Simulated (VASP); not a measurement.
Input of a VASP 6.6.1 run:

Contents of INCAR:

```
PREC = Accurate ; ENCUT = 600
EDIFF = 1E-6 ; ISMEAR = 0
SIGMA = 0.1 ; LREAL = F
LASPH = T ; NELM = 150
ALGO = Normal ; ISIF = 3
LWAVE = F ; LCHARG = F
ISPIN = 2 ; MAGMOM = 3.01
LORBIT = 11 ; LMAXMIX = 4
GGA = PE ; IBRION = 2
NSW = 80 ; EDIFFG = -0.01
```

File KPOINTS:

```
regular mesh
0
Gamma
  20 20 20
```

The input POSCAR:

```
Fe
1.0
    0.0000000000      1.8271537519      1.8271537519
    1.8271537519      0.0000000000      1.8271537519
    1.8271537519      1.8271537519      0.0000000000
Fe
1
Direct
    0.0000000000      0.0000000000      0.0000000000
```

Potentials or basis: VASP PAW PBE potentials, release 64 (Fe).

Run with:

```bash
$ cat potpaw_PBE.64/Fe/POTCAR > POTCAR
$ mpirun -np 1 vasp_std > vasp.out
```

(1) What does it give for the net moment?

(2) Estimate the relaxed cell.

(3) What does it give for the space group after relaxing (to 0.1 Å)?

## Answers

(1) 2.60 μB per cell.

(2) a = 2.573 Å, b = 2.573 Å, c = 2.573 Å, α = 60.00°, β = 60.00°, γ = 60.00°.

(3) Fm-3m (No. 225).
